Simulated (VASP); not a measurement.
# Si4Ni2Cl in VASP: further runs, part 2 of 2

VASP 6.6.1.

### 3 Single point, PBE+D3(BJ)

Input file INCAR:

```
PREC = Accurate
ENCUT = 520
EDIFF = 1E-6
ISMEAR = 0
SIGMA = 0.1
LREAL = F
LASPH = T
NELM = 100
ALGO = Fast
ISIF = 2
LWAVE = F
LCHARG = T
LDIPOL = T
IDIPOL = 3
DIPOL = 0.5 0.5 0.322
GGA = PE
IVDW = 12
LELF = T
LVHAR = T
LVACPOTAV = T
NBANDS = 30
```

Input file KPOINTS:

```
regular mesh
0
Gamma
  9 9 1
```

Input file POSCAR:

```
Si4Ni2Cl
1.0
    3.8050033461      0.0000000000      0.0000000000
   -1.9025016731      3.2952295592      0.0000000000
    0.0000000000      0.0000000000     21.9577178808
Si Ni Cl
4 2 1
Direct
    0.0000000000      0.0000000000      0.1821682937
    0.3333333333      0.6666666667      0.2529127180
    0.6666666667      0.3333333333      0.3239192411
    0.0000000000      0.0000000000      0.3897362161
    0.6666666667      0.3333333333      0.2175405058
    0.3333333333      0.6666666667      0.3579573807
    0.0000000000      0.3333333333      0.5309166437
```

Potentials or basis: VASP PAW PBE potentials, release 64 (Si, Ni, Cl).

Started as:

```bash
cat potpaw_PBE.64/Si/POTCAR potpaw_PBE.64/Ni/POTCAR potpaw_PBE.64/Cl/POTCAR > POTCAR
mpirun -np 1 vasp_std > vasp.out
```

OUTCAR:

```text
PREC = Accurate
   ENCUT = 520
   EDIFF = 1E-6
   ISMEAR = 0
   LREAL = F
   LASPH = T
   NELM = 100
   ISIF = 2
   GGA = PE
   IVDW = 12
 IVDW          = 12

 ion  position               nearest neighbor table
   1  0.000  0.000  0.182-   5 2.33   5 2.33   5 2.33   2 2.69   2 2.69   2 2.69
   2  0.333  0.667  0.253-   6 2.31   5 2.33   5 2.33   5 2.33   1 2.69   1 2.69   1 2.69   3 2.69
                             3 2.69   3 2.69
   3  0.667  0.333  0.324-   6 2.32   6 2.32   6 2.32   5 2.34   4 2.63   4 2.63   4 2.63   2 2.69
                             2 2.69   2 2.69
   4  0.000  0.000  0.390-   6 2.30   6 2.30   6 2.30   3 2.63   3 2.63   3 2.63
   5  0.667  0.333  0.218-   1 2.33   1 2.33   1 2.33   2 2.33   2 2.33   2 2.33   3 2.34
   6  0.333  0.667  0.358-   4 2.30   4 2.30   4 2.30   2 2.31   3 2.32   3 2.32   3 2.32
   7  0.000  0.333  0.531-

  LATTYP: Found a hexagonal cell.
 ALAT       =     3.8050033461
 C/A-ratio  =     5.7707486390

  Lattice vectors:

 A1 = (   3.8050033461,   0.0000000000,   0.0000000000)
 A2 = (  -1.9025016731,   3.2952295592,   0.0000000000)
 A3 = (   0.0000000000,   0.0000000000,  21.9577178808)

Analysis of symmetry for initial positions (statically):
=====================================================================
 Subroutine PRICEL returns:
 Original cell was already a primitive cell.

 Routine SETGRP: Setting up the symmetry group for a
 hexagonal supercell.

 Subroutine GETGRP returns: Found  1 space group operations
 (whereof  1 operations were pure point group operations)
 out of a pool of 24 trial point group operations.

The static configuration has the point symmetry C_1 .

Analysis of symmetry for dynamics (positions and initial velocities):
=====================================================================
 Subroutine PRICEL returns:
 Original cell was already a primitive cell.

 Routine SETGRP: Setting up the symmetry group for a
 hexagonal supercell.

[... 143 lines left out ...]
   LEPSILON=     F    determine dielectric tensor
   LRPA    =     F    only Hartree local field effects (RPA)
 non-spin polarized calculation
 RMM-DIIS sequential band-by-band and
 Gauss-broadening in eV      SIGMA  =   0.10
  energy-cutoff  :      520.00
  volume of cell :      275.31
 maximum number of plane-waves:      7453
   NGX = 15   NGY = 15   NGZ = 81

 dipolmoment           0.000000      0.000000     -0.128455 electrons x Angstroem

 number of electron      43.0000007 magnetization

 dipolmoment           0.000000      0.000000      0.263763 electrons x Angstroem

 Free energy of the ion-electron system (eV)
  ---------------------------------------------------
  ext. energy  EPLUGINS =         0.00000000
  ---------------------------------------------------
  free energy    TOTEN  =       -34.30562562 eV

  energy without entropy =      -34.27979877  energy(sigma->0) =      -34.29271219

 E-fermi :  -0.9840     XC(G=0):  -5.0521

 val. band max:       -1.0016904882   @ k =   0.1111  -0.0000   0.0000
 cond. band min:      -0.9655016312   @ k =   0.2222   0.0000   0.0000
 fundamental gap:      0.0361888570
 Fermi energy:        -0.9840110641

 k-point     1 :       0.0000    0.0000    0.0000
  band No.  band energies     occupation
      1     -13.9426      2.00000
      2     -13.6954      2.00000
      3     -11.9249      2.00000
      4      -8.5120      2.00000
      5      -5.6528      2.00000
      6      -5.6487      2.00000
[... 781 lines left out ...]
     29       4.3979      0.00000
     30       4.7988      0.00000

 [... further k-points ...]

------------------------ aborting loop because EDIFF is reached ----------------------------------------

 Edisp (eV)   -2.00787

 E8    (eV) :    -0.8664

  FORCE on cell =-STRESS in cart. coord.  units (eV):
  Direction    XX          YY          ZZ          XY          YZ          ZX
  --------------------------------------------------------------------------------------
  -------------------------------------------------------------------------------------
  Total      -3.16057    -3.08881    -3.37350     0.26420    -0.93634     0.35775
  in kB     -18.39281   -17.97523   -19.63194     1.53750    -5.44902     2.08189
  external pressure =      -18.67 kB  Pullay stress =        0.00 kB

 VOLUME and BASIS-vectors are now :
 -----------------------------------------------------------------------------
  energy-cutoff  :      520.00
  volume of cell :      275.31
      direct lattice vectors                 reciprocal lattice vectors
     3.805003346  0.000000000  0.000000000     0.262811858  0.151734497  0.000000000
    -1.902501673  3.295229559  0.000000000     0.000000000  0.303468994  0.000000000
     0.000000000  0.000000000 21.957717881     0.000000000  0.000000000  0.045542073

 POSITION                                       TOTAL-FORCE (eV/Angst)
 -----------------------------------------------------------------------------------
      0.00000      0.00000      4.00000        -0.010446      0.015407      0.651314
     -0.00000      2.19682      5.55339         0.004969      0.028313     -0.480213
      1.90250      1.09841      7.11253         0.007730     -0.032705      0.198818
      0.00000      0.00000      8.55772        -0.157409      0.198835      1.212838
      1.90250      1.09841      4.77669         0.009644     -0.007903     -0.283759
     -0.00000      2.19682      7.85993         0.020671      0.061071     -0.371093
     -0.63417      1.09841     11.65772         0.124841     -0.263017     -0.927904
 -----------------------------------------------------------------------------------
    total drift:                                0.000030      0.000033      0.000971

  FREE ENERGIE OF THE ION-ELECTRON SYSTEM (eV)
  ---------------------------------------------------
  free  energy   TOTEN  =       -36.3135000774 eV

  energy  without entropy=      -36.2876732334  energy(sigma->0) =      -36.30058666

 vacuum level on the upper side and lower side of the slab         7.305         3.498
```

Run time: 10 min. Hardware: 1 thread of Oxide Virtual Turin-like, shared host; peak memory 0.53 GiB.

What came out:

| Quantity | Value |
| --- | --- |
| Free energy | -36.3135 eV |
| Largest force | 1.239 eV/Å |
| Band gap on the k mesh | zero (an odd number of electrons rules out a gap without spin polarisation) |
| Dispersion energy per atom | -0.287 eV |

Forces in eV/Å, atoms in the order of the input:
```
Si  -0.010  0.015  0.651
Si   0.005  0.028 -0.480
Si   0.008 -0.033  0.199
Si  -0.157  0.199  1.213
Ni   0.010 -0.008 -0.284
Ni   0.021  0.061 -0.371
Cl   0.125 -0.263 -0.928
```

Caveat: an odd number of electrons without spin polarisation forces a metal; a magnetic or distorted state may lie lower.

The gap in the log of VASP goes by the Fermi energy; the results here count the filled bands.